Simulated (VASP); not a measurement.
# Ba (Pm-3m) in VASP: a series of runs

Ba is run at these levels: r2SCAN, LDA, PBEsol; tasks: relaxation of cell and atoms, single point.

Everything below comes from runs of VASP 6.6.1. Logs are shortened: lines on timing, memory, paths and dates and some standing lists are left out, and cuts for length are marked.

### 1 The cell of the first run

Symmetry: Pm-3m, No. 221, cubic system. Conventional cell: a = 3.918 Å, b = 3.918 Å, c = 3.918 Å, α = 90.00°, β = 90.00°, γ = 90.00°. Ba (site symmetry m-3m) has 6 Ba at 3.92 Å within 5.1 Å.

### 2 Relaxation of cell and atoms, r2SCAN, target pressure 10 GPa, at which the enthalpy is minimised

Input file POSCAR:

```
Ba
1.0
    3.9177175405      0.0000000000      0.0000000000
    0.0000000000      3.9177175405      0.0000000000
    0.0000000000      0.0000000000      3.9177175405
Ba
1
Direct
    0.0000000000      0.0000000000      0.0000000000
```

Input file INCAR.step1:

```
ALGO = Normal
EDIFF = 1E-4
ENCUT = 600
GGA = PE
ISMEAR = -1
LASPH = T
LCHARG = F
LREAL = F
LWAVE = T
NELM = 80
PREC = Accurate
SIGMA = 0.05
```

Input file INCAR.step2:

```
ALGO = Normal
EDIFF = 1E-7
EDIFFG = -0.01
ENCUT = 600
IBRION = 2
ISIF = 3
ISMEAR = -1
ISTART = 1
LASPH = T
LCHARG = F
LMIXTAU = T
LREAL = F
LWAVE = F
METAGGA = R2SCAN
NELM = 80
NSW = 60
PREC = Accurate
PSTRESS = 100.0
SIGMA = 0.05
```

Input file KPOINTS:

```
k-points
0
Gamma
  7 7 7
```

Potentials or basis: VASP PAW PBE potentials, release 64 (Ba_sv).

Started as:

```
> cat potpaw_PBE.64/Ba_sv/POTCAR > POTCAR
> cp INCAR.step1 INCAR
> mpirun -np 1 vasp_std > vasp.out
> cp INCAR.step2 INCAR
> mpirun -np 1 vasp_std > vasp.out
```

OUTCAR:

```text
EDIFF = 1E-7
   EDIFFG = -0.01
   ENCUT = 600
   IBRION = 2
   ISIF = 3
   ISMEAR = -1
   ISTART = 1
   LASPH = T
   LREAL = F
   METAGGA = R2SCAN
   NELM = 80
   NSW = 60
   PREC = Accurate
   PSTRESS = 100.0

 ion  position               nearest neighbor table
   1  0.000  0.000  0.000-

  LATTYP: Found a simple cubic cell.
 ALAT       =     3.9177175405

  Lattice vectors:

 A1 = (   3.9177175405,   0.0000000000,   0.0000000000)
 A2 = (   0.0000000000,   3.9177175405,   0.0000000000)
 A3 = (   0.0000000000,   0.0000000000,   3.9177175405)

Analysis of symmetry for initial positions (statically):
=====================================================================
 Subroutine PRICEL returns:
 Original cell was already a primitive cell.

 Routine SETGRP: Setting up the symmetry group for a
 simple cubic supercell.

 Subroutine GETGRP returns: Found 48 space group operations
 (whereof 48 operations were pure point group operations)
 out of a pool of 48 trial point group operations.

The static configuration has the point symmetry O_h .

Analysis of symmetry for dynamics (positions and initial velocities):
=====================================================================
 Subroutine PRICEL returns:
 Original cell was already a primitive cell.

 Routine SETGRP: Setting up the symmetry group for a
 simple cubic supercell.

 Subroutine GETGRP returns: Found 48 space group operations
 (whereof 48 operations were pure point group operations)
 out of a pool of 48 trial point group operations.

The dynamic configuration has the point symmetry O_h .

 Subroutine INISYM returns: Found 48 space group operations
 (whereof 48 operations are pure point group operations),
 and found     1 'primitive' translations

----------------------------------------------------------------------------------------

                                     Primitive cell

  volume of cell :      60.1311

  direct lattice vectors                    reciprocal lattice vectors
     3.917717540  0.000000000  0.000000000     0.255250663  0.000000000  0.000000000
     0.000000000  3.917717540  0.000000000     0.000000000  0.255250663  0.000000000
     0.000000000  0.000000000  3.917717540     0.000000000  0.000000000  0.255250663

  length of vectors
     3.917717540  3.917717540  3.917717540     0.255250663  0.255250663  0.255250663

  position of ions in fractional coordinates (direct lattice)
     0.000000000  0.000000000  0.000000000

  ion indices of the primitive-cell ions
   primitive index   ion index
                 1           1
[... 49 lines left out ...]
   k-points           NKPTS =     20   k-points in BZ     NKDIM =     20   number of bands    NBANDS=      9
   number of dos      NEDOS =    301   number of ions     NIONS =      1
   total plane-waves  NPLWV =  32768
   dimension x,y,z NGX =    32 NGY =   32 NGZ =   32
   dimension x,y,z NGXF=    64 NGYF=   64 NGZF=   64
   ions per type =               1
   NGX,Y,Z   is equivalent  to a cutoff of  13.58, 13.58, 13.58 a.u.
   NGXF,Y,Z  is equivalent  to a cutoff of  27.16, 27.16, 27.16 a.u.
 SYSTEM =  unknown system
   PREC   = accura    normal or accurate (medium, high low for compatibility)
   ISTART =      1    job   : 0-new  1-cont  2-samecut
   ICHARG =      0    charge: 1-file 2-atom 10-const
   ISPIN  =      1    spin polarized calculation?
   LNONCOLLINEAR =      F non collinear calculations
   LSORBIT =      F    spin-orbit coupling
   LASPH  =      T    aspherical Exc in radial PAW
   ENCUT  =  600.0 eV  44.10 Ry    6.64 a.u.   7.82  7.82  7.82*2*pi/ulx,y,z
   NELM   =     80;   NELMIN=  2; NELMDL=  0     # of ELM steps
   EDIFF  = 0.1E-06   stopping-criterion for ELM
   LREAL  =      F    real-space projection
   EDIFFG = -.1E-01   stopping-criterion for IOM
   NSW    =     60    number of steps for IOM
   IBRION =      2    ionic relax: 0-MD 1-quasi-New 2-CG
   NFREE  =      1    steps in history (QN), initial steepest desc. (CG)
   ISIF   =      3    stress and relaxation
   ISYM   =      2    0-nonsym 1-usesym 2-fastsym
   POTIM  = 0.5000    time-step for ionic-motion
   TEBEG  =    0.0;   TEEND  =   0.0 temperature during run
   PSTRESS=  100.0 pullay stress
   NELECT =      10.0000    total number of electrons
   NUPDOWN=      -1.0000    fix difference up-down
   EMIN   =  10.00;   EMAX   =-10.00  energy-range for DOS
   EFERMI =   0.00;   METHOD = LEGACY
   ISMEAR =    -1;   SIGMA  =   0.05  broadening in eV -4-tet -1-fermi 0-gaus
   EFERMI_NEDOS =   21; number of points for ismear=-14 and -15
   IALGO  =     38    algorithm
   IMIX   =      4    mixing-type and parameters
     AMIX     =   0.40;   BMIX     =  1.00
     AMIX_MAG =   1.60;   BMIX_MAG =  1.00
  volume/ion in A,a.u.               =      60.13       405.78
  Fermi-wavevector in a.u.,A,eV,Ry     =   0.900275  1.701272 11.027448  0.810495
  Thomas-Fermi vector in A             =   2.023212
   LORBIT       =      0    0 simple, 1 ext, 2 COOP (PROOUT), +10 PAW based schemes
   METAGGA = R2SCAN    functional components
   LHFCALC =     F    Hartree Fock is set to
   AEXX    =    0.0000 exact exchange contribution
   IVDW    =     0    specifies the selected vdW correction
   LEPSILON=     F    determine dielectric tensor
   LRPA    =     F    only Hartree local field effects (RPA)
 conjugate gradient relaxation of ions
 non-spin polarized calculation
  energy-cutoff  :      600.00
  volume of cell :       60.13
 maximum number of plane-waves:      2021
 NGX is ok and might be reduce to    32
   NGX = 15   NGY = 15   NGZ = 15

--------------------------------------- Ionic step        1  -------------------------------------------

 number of electron      10.0000000 magnetization

 Free energy of the ion-electron system (eV)
  ---------------------------------------------------
  ext. energy  EPLUGINS =         0.00000000
  ---------------------------------------------------
  free energy    TOTEN  =       -26.18952662 eV

  energy without entropy =      -26.18701608  energy(sigma->0) =      -26.18827135

 E-fermi :   1.7981     XC(G=0):  -7.9713

 val. band max:        1.6830575676   @ k =   0.4286   0.4286   0.4286
 cond. band min:       1.9319237399   @ k =   0.4286   0.4286   0.4286
 fundamental gap:      0.2488661723
 Fermi energy:         1.7980598256
[... 593 lines left out ...]
  energy  without entropy=      -25.6758295367  energy(sigma->0) =      -25.68236854

  enthalpy is  TOTEN    =       -23.3708747700 eV   P V=        2.3180327812

[... ionic steps 4 to 13 ...]

--------------------------------------- Ionic step       14  -------------------------------------------

 number of electron       9.9999999 magnetization

------------------------ aborting loop because EDIFF is reached ----------------------------------------
[... 69 lines left out ...]
--------------------------------------- Ionic step       16  -------------------------------------------

 number of electron       9.9999999 magnetization

 Free energy of the ion-electron system (eV)
  ---------------------------------------------------
  ext. energy  EPLUGINS =         0.00000000
  ---------------------------------------------------
  free energy    TOTEN  =       -25.70120154 eV

  energy without entropy =      -25.68818543  energy(sigma->0) =      -25.69469348

 E-fermi :   4.1879     XC(G=0):  -9.8515

 val. band max:        4.1310876831   @ k =   0.2857   0.0000   0.0000
 cond. band min:       4.2150618396   @ k =   0.4286   0.1429   0.1429
 fundamental gap:      0.0839741564
 Fermi energy:         4.1878817263
[... 270 lines left out ...]
  energy  without entropy=      -25.6881854253  energy(sigma->0) =      -25.69469348

  enthalpy is  TOTEN    =       -23.3709782606 eV   P V=        2.3302232767

 reached required accuracy - stopping structural energy minimisation
```

Wall time 2.8 min (1 thread of Intel Xeon 6975P-C (Granite Rapids), shared host); peak memory 0.21 GiB.

What came out:

```
Free energy                                            : -25.7012 eV
Relaxed volume                                         : 37.33 Å³/atom
Relaxed cell                                           : a = 3.342 Å, b = 3.342 Å, c = 3.342 Å, α = 90.00°, β = 90.00°, γ = 90.00°
Space group after relaxing (to 0.05 Å)                 : Pm-3m (No. 221)
Energy change on relaxing (the enthalpy is what falls) : +488.3 meV/atom
Ionic steps                                            : 16
Pressure after relaxing                                : 10.0 GPa
Band gap on the k mesh                                 : zero (band 5 reaches 4.23 eV, above the bottom of band 6 at 3.40 eV)
```

The path:
```tsv
step	energy change (eV)	largest force (eV/Å)	pressure (GPa)	volume (Å³)
1	0.0000	0.0000	0.21	60.13
2	0.7858	0.0000	14.97	33.49
3	0.5006	0.0000	10.19	37.14
4	0.4764	0.0000	9.76	37.53
5	0.4766	0.0000	9.77	37.52
6	0.4774	0.0000	9.78	37.51
7	0.4774	0.0000	9.78	37.51
8	0.4775	0.0000	9.78	37.51
9	0.4775	0.0000	9.78	37.51
10	0.4776	0.0000	9.78	37.51
11	0.4778	0.0000	9.79	37.51
12	0.4781	0.0000	9.79	37.50
13	0.4788	0.0000	9.80	37.49
14	0.4801	0.0000	9.83	37.47
15	0.4828	0.0000	9.88	37.42
16	0.4883	0.0000	9.97	37.33
```

Final structure:
```yaml
crystal:
  lattice:
    - [3.34223, 0.00000, 0.00000]
    - [0.00000, 3.34223, 0.00000]
    - [0.00000, 0.00000, 3.34223]
  atoms:
    - { symbol: Ba, position: [0.00000, 0.00000, 0.00000] }
```

Levels at points of the mesh, in eV from the Fermi level:
| k point | band 2 | band 3 | band 4 | band 5 | band 6 | band 7 | band 8 | band 9 |
| --- | --- | --- | --- | --- | --- | --- | --- | --- |
| (0.00, 0.00, 0.00) | -13.81 | -13.81 | -13.81 | -2.63 | -0.62 | -0.62 | 7.81 | 7.81 |

Caveat: the cell is relaxed towards a set pressure, so the enthalpy falls and the energy may rise; the volume moved by over 15 % at a fixed basis, so the end points are rough; the PAW data sets were made with another functional, which shifts forces and pressure a little; spin-orbit coupling is left out, which moves the levels of the heavy elements.

### 3 Relaxation of cell and atoms, r2SCAN, target pressure 20 GPa, at which the enthalpy is minimised

POSCAR is that of step 2.

Input file INCAR.step1:

```
SYSTEM = Ba
PREC = Accurate
ENCUT = 600
ISMEAR = -1
SIGMA = 0.05
LREAL = .FALSE.
LASPH = .TRUE.
NELM = 100
GGA = PE
ALGO = Normal
EDIFF = 1E-4
LWAVE = .TRUE.
LCHARG = .FALSE.
```

Input file INCAR.step2:

```
SYSTEM = Ba
PREC = Accurate
ENCUT = 600
EDIFF = 1E-6
ISMEAR = -1
SIGMA = 0.05
LREAL = .FALSE.
LASPH = .TRUE.
NELM = 100
ALGO = Normal
ISIF = 3
LWAVE = .FALSE.
LCHARG = .FALSE.
METAGGA = R2SCAN
LMIXTAU = .TRUE.
IBRION = 2
NSW = 60
EDIFFG = -0.01
PSTRESS = 200.0
ISTART = 1
```

Input file KPOINTS:

```
Automatic mesh
0
G
  7 7 7
  0 0 0
```

Potentials or basis: VASP PAW PBE potentials, release 64 (Ba_sv).

Started as:

```
> cat potpaw_PBE.64/Ba_sv/POTCAR > POTCAR
> cp INCAR.step1 INCAR
> mpirun -np 1 vasp_std > vasp.out
> cp INCAR.step2 INCAR
> mpirun -np 1 vasp_std > vasp.out
```

Wall time 1.9 min (1 thread of Intel Xeon 6975P-C (Granite Rapids), shared host); peak memory 0.21 GiB.

Results (log left out):

```yaml
Free_energy: -25.0199 eV
Relaxed_volume: 29.90 Å³/atom
Relaxed_cell: a = 3.104 Å, b = 3.104 Å, c = 3.104 Å, α = 90.00°, β = 90.00°, γ = 90.00°
Space_group_after_relaxing_to_0.05_Å: Pm-3m (No. 221)
Energy_change_on_relaxing_the_enthalpy_is_what_falls: +1169.6 meV/atom
Ionic_steps: 8
Pressure_after_relaxing: 20.0 GPa
Band_gap_on_the_k_mesh: zero (band 5 reaches 5.92 eV, above the bottom of band 6 at 4.22 eV)
```

Step by step:
| step | energy change (eV) | largest force (eV/Å) | pressure (GPa) | volume (Å³) |
| --- | --- | --- | --- | --- |
| 1 | 0.0000 | 0.0000 | 0.19 | 60.13 |
| 2 | 8.3745 | 0.0000 | 258.77 | 15.86 |
| 3 | 0.1473 | 0.0000 | 3.65 | 45.94 |
| 4 | 0.3700 | 0.0000 | 7.91 | 39.46 |
| 5 | 1.0763 | 0.0000 | 18.23 | 30.69 |
| 6 | 1.1889 | 0.0000 | 20.38 | 29.75 |
| 7 | 1.1538 | 0.0000 | 19.66 | 30.03 |
| 8 | 1.1696 | 0.0000 | 19.98 | 29.90 |

Final structure:
```xyz
1
Lattice="3.1038 0.0000 0.0000 0.0000 3.1038 0.0000 0.0000 0.0000 3.1038" Properties=species:S:1:pos:R:3 pbc="T T T"
Ba    0.0000    0.0000    0.0000
```

Levels at points of the mesh, in eV from the Fermi level:
```
           k point  band 1  band 2  band 3  band 4  band 5  band 6  band 7  band 8  band 9
(0.00, 0.00, 0.00)  -30.82  -13.23  -13.23  -13.23   -2.13   -1.10   -1.10    9.58    9.58
```

Caveat: the cell is relaxed towards a set pressure, so the enthalpy falls and the energy may rise; the volume moved by over 15 % at a fixed basis, so the end points are rough; the PAW data sets were made with another functional, which shifts forces and pressure a little; spin-orbit coupling is left out, which moves the levels of the heavy elements.

### 4 Relaxation of cell and atoms, r2SCAN, target pressure 30 GPa, at which the enthalpy is minimised

POSCAR is that of step 3.

Input file INCAR.step1:

```
SYSTEM = Ba
PREC = Accurate
ENCUT = 600
ISMEAR = -1
SIGMA = 0.05
LREAL = .False.
LASPH = .True.
NELM = 100
GGA = PE
ALGO = Normal
EDIFF = 1E-4
LWAVE = .True.
LCHARG = .False.
```

Input file INCAR.step2:

```
SYSTEM = Ba
PREC = Accurate
ENCUT = 600
EDIFF = 1E-6
ISMEAR = -1
SIGMA = 0.05
LREAL = .False.
LASPH = .True.
NELM = 100
ALGO = Normal
ISIF = 3
LWAVE = .False.
LCHARG = .False.
METAGGA = R2SCAN
LMIXTAU = .True.
IBRION = 2
NSW = 60
EDIFFG = -0.01
PSTRESS = 300.0
ISTART = 1
```

Input file KPOINTS:

```
regular mesh
0
Gamma
  7 7 7
  0 0 0
```

Started as:

```
> cat potpaw_PBE.64/Ba_sv/POTCAR > POTCAR
> cp INCAR.step1 INCAR
> mpirun -np 1 vasp_std > vasp.out
> cp INCAR.step2 INCAR
> mpirun -np 1 vasp_std > vasp.out
```

Run time: 3 min. Hardware: 1 thread of Intel Xeon 6975P-C (Granite Rapids), shared host; peak memory 0.26 GiB.

Results (log left out):

* Free energy: -24.5426 eV
* Relaxed volume: 26.75 Å³/atom
* Relaxed cell: a = 2.991 Å, b = 2.991 Å, c = 2.991 Å, α = 90.00°, β = 90.00°, γ = 90.00°
* Space group after relaxing (to 0.05 Å): Pm-3m (No. 221)
* Energy change on relaxing (the enthalpy is what falls): +1646.9 meV/atom
* Ionic steps: 10
* Pressure after relaxing: 30.0 GPa
* Band gap on the k mesh: zero (band 5 reaches 7.00 eV, above the bottom of band 6 at 4.67 eV)

Step by step:
| step | energy change (eV) | largest force (eV/Å) | pressure (GPa) | volume (Å³) |
| --- | --- | --- | --- | --- |
| 1 | 0.0000 | 0.0000 | 0.19 | 60.13 |
| 2 | 103.4875 | 0.0000 | 5839.79 | 5.86 |
| 3 | 0.0184 | 0.0000 | 1.07 | 55.39 |
| 4 | 0.0538 | 0.0000 | 1.88 | 51.55 |
| 5 | 2.1617 | 0.0000 | 43.05 | 24.47 |
| 6 | 1.3751 | 0.0000 | 23.48 | 28.40 |
| 7 | 1.6171 | 0.0000 | 29.19 | 26.91 |
| 8 | 1.7107 | 0.0000 | 31.65 | 26.42 |
| 9 | 1.5393 | 0.0000 | 27.18 | 27.35 |
| 10 | 1.6469 | 0.0000 | 29.98 | 26.75 |

Final structure:
```cif
data_structure
_symmetry_space_group_name_H-M 'P 1'
_symmetry_Int_Tables_number 1
_cell_length_a 2.9906
_cell_length_b 2.9906
_cell_length_c 2.9906
_cell_angle_alpha 90.000
_cell_angle_beta 90.000
_cell_angle_gamma 90.000
_cell_volume 26.75
loop_
_atom_site_label
_atom_site_type_symbol
_atom_site_fract_x
_atom_site_fract_y
_atom_site_fract_z
_atom_site_occupancy
Ba1 Ba 0.00000 0.00000 0.00000 1
```

Levels at points of the mesh, in eV from the Fermi level:
| k point | band 3 | band 4 | band 5 | band 6 | band 7 | band 8 |
| --- | --- | --- | --- | --- | --- | --- |
| (0.00, 0.00, 0.00) | -12.78 | -12.78 | -1.61 | -1.31 | -1.31 | 10.74 |

Caveat: the cell is relaxed towards a set pressure, so the enthalpy falls and the energy may rise; the volume moved by over 15 % at a fixed basis, so the end points are rough; the PAW data sets were made with another functional, which shifts forces and pressure a little; spin-orbit coupling is left out, which moves the levels of the heavy elements.

### 5 Single point, LDA (volume scaled by 0.8)

Input file INCAR:

```
SYSTEM = Ba
  ALGO = Fast
  EDIFF = 1E-7
  ENCUT = 520
  ISIF = 2
  ISMEAR = 0
  LASPH = .True.
  LCHARG = .False.
  LREAL = .False.
  LWAVE = .False.
  NBANDS = 11
  NELM = 60
  PREC = Accurate
  SIGMA = 0.02
```

Input file KPOINTS:

```
k-points
0
Gamma
  7 7 7
  0 0 0
```

Input file POSCAR:

```
Ba
1.0
    3.6368867978      0.0000000000      0.0000000000
    0.0000000000      3.6368867978      0.0000000000
    0.0000000000      0.0000000000      3.6368867978
Ba
1
Direct
    0.0000000000      0.0000000000      0.0000000000
```

Potentials or basis: VASP PAW LDA potentials, release 64 (Ba_sv).

Started as:

```
> cat potpaw_LDA.64/Ba_sv/POTCAR > POTCAR
> mpirun -np 1 vasp_std > vasp.out
```

Wall time 6.4 s (1 thread of Intel Xeon Platinum 8488C (Sapphire Rapids), shared host); peak memory 0.13 GiB.

The run converged. Its results:

| Property | Result |
| --- | --- |
| Free energy | -1.9599 eV |
| Pressure | 0.3 GPa |
| Band gap on the k mesh | zero (band 5 reaches 2.39 eV, above the bottom of band 6 at 2.11 eV) |

Levels at points of the mesh, in eV from the Fermi level:
| k point | band 1 | band 2 | band 3 | band 4 | band 5 | band 6 | band 7 | band 8 | band 9 | band 10 |
| --- | --- | --- | --- | --- | --- | --- | --- | --- | --- | --- |
| (0.00, 0.00, 0.00) | -28.82 | -13.33 | -13.33 | -13.33 | -2.53 | -0.20 | -0.20 | 6.25 | 6.25 | 6.25 |

Caveat: the cell differs from its parent crystal (volume scaled by 0.8); spin-orbit coupling is left out, which moves the levels of the heavy elements.

(Part 1 of 2 ends here.)
